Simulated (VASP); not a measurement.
Input of a VASP 6.6.1 run:

INCAR

```
PREC     = Accurate       # precision mode
ENCUT    = 520            # plane-wave cutoff, eV
EDIFF    = 1E-6           # SCF threshold, eV
ISMEAR   = 0              # smearing method
SIGMA    = 0.1            # smearing width, eV
LREAL    = Auto         
LASPH    = T              # aspherical terms in the spheres
NELM     = 80             # most SCF steps
ALGO     = Normal         # electronic algorithm
ISIF     = 2              # what is computed and relaxed
LWAVE    = F              # write WAVECAR
LCHARG   = F              # write CHGCAR
GGA      = PE             # functional
NBANDS   = 125            # bands
ISYM     = 0
```

The input KPOINTS:

```
Automatic mesh
0
Gamma
  2 2 2
  0.5 0.5 0.5
```

Contents of POSCAR:

```
Zr5SnN3O3
1.0
    5.2334606649      3.0384055212      0.1932293264
    0.1151735186      6.2387823091      5.7980353325
    5.4266176546     -3.0115055893      5.7893297759
N O Zr Sn
6 6 10 2
Direct
    0.9833082068      0.3517818290      0.0143453213
    0.9474076427      0.0104851453      0.3197181960
    0.2961899413      0.9483484369      0.6597670347
    0.4824294505      0.1811038708      0.1845229385
    0.8072332667      0.1895245036      0.8507110350
    0.5838368807      0.1422030242      0.6264248774
    0.7932240537      0.8289281010      0.7918574288
    0.4221770003      0.5042423931      0.8546686138
    1.0496666893      0.2103282312      0.4819787558
    1.0724520539      0.8012691964     -0.0194481238
    0.5542634531      0.6524558438      0.0310673861
    0.3257231104      1.0222140575      1.0073968960
    0.2019597074      0.1673892903      0.8021520525
    0.1670805571      0.7886266175      0.1992851828
    0.6645951119      0.3492037188      0.6387025328
    0.6970794447     -0.0102991134      0.9990619632
    0.1026788397      0.2082564991      0.2215072605
    0.0151348233      0.5899478323      0.8993295600
   -0.0027054583      0.9600651320      0.5725880732
    0.6088657012      0.3823787516      0.0407657805
    0.5160767984      0.7389085734      0.7717120259
    0.5308947424      0.0526802418      0.4266191065
    0.2027802926      0.5513084764      0.5089850703
    0.7107510307      0.6597623567      0.3801534599
```

Potentials or basis: VASP PAW PBE potentials, release 64 (N, O, Zr_sv, Sn_d).

The run is started by

```sh
$ cat potpaw_PBE.64/N/POTCAR potpaw_PBE.64/O/POTCAR potpaw_PBE.64/Zr_sv/POTCAR potpaw_PBE.64/Sn_d/POTCAR > POTCAR
$ mpirun -np 1 vasp_std > vasp.out
```

Problem. What does it give for the band gap on the k mesh?

Solution. 0.11 eV (least direct gap 0.17 eV).

Problem. Estimate the largest force.

Solution. 0.031 eV/Å.

Problem. Predict the pressure.

Solution. 0.2 GPa.

Forces on the atoms (eV/Å):
```
N   -0.003  0.008 -0.003
N   -0.015  0.003 -0.002
N   -0.008  0.002 -0.010
N    0.004  0.013 -0.007
N   -0.008 -0.004  0.011
N   -0.009 -0.015 -0.002
O   -0.004  0.000 -0.006
O   -0.008  0.001  0.001
O    0.026  0.005  0.005
O   -0.007  0.004 -0.001
O    0.014  0.008  0.002
O   -0.003 -0.015  0.002
Zr  -0.006  0.003 -0.002
Zr   0.021 -0.001 -0.013
Zr   0.000  0.016  0.008
Zr   0.016  0.000 -0.010
Zr  -0.017  0.010  0.015
Zr  -0.003 -0.007 -0.002
Zr   0.016 -0.025  0.011
Zr   0.007 -0.017  0.007
Zr  -0.002  0.019 -0.003
Zr  -0.010 -0.001  0.008
Sn   0.000 -0.005  0.000
Sn   0.001  0.000 -0.007
```

Caveat: the k points lie up to 0.57 Å⁻¹ apart; spin-orbit coupling is left out, which moves the levels of the heavy elements; a shifted mesh leaves out Γ, where band edges can lie. A k mesh can miss the band edges.
